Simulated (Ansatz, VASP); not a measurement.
## W in VASP and in Ansatz

```
W
1.0
     0.00000   -1.98627   -1.98627
     0.00000    1.98627   -1.98627
     3.97254    0.00000    0.00000
W
2
Direct
  0.54068 0.45932 0.50000
  0.95932 0.04068 0.00000
```

Change from the starting cell: mode 4 frozen in at -0.162 Å and mode 6 at +0.000 Å (largest displacements).

Alike in both runs: task single point; functional LDA; k mesh 16 × 16 × 12; occupations gaussian, width 0.15 eV; no spin polarisation.

```csv
,VASP,Ansatz
version,VASP 6.6.1,Ansatz 0.2.0
potentials or method,"VASP PAW LDA potentials, release 64 (W_sv), cutoff 520 eV","scalar-relativistic, plane waves, PAW"
valence electrons in the cell,28,28
```

|  | VASP | Ansatz | Ansatz less VASP |
| --- | --- | --- | --- |
| gap on the k mesh at the Fermi level (eV) | none | none | - |
| pressure (GPa) | 8.1 | 6.1 | -1.95 |
| traceless stress, the component that is largest in VASP (GPa) | -7.13 | -7.14 | -0.012 |
| rms of the force components (eV/Å) | 0.719 | 0.692 | -0.0268 |

LDA's correlation is that of Perdew and Zunger in VASP and of Perdew and Wang (1992) in Ansatz. Atom by atom the forces differ by 0.027 eV/Å (rms over components). A gap of «none» marks a metal or a gap that the smearing closes.

Neither program's run includes spin-orbit coupling.
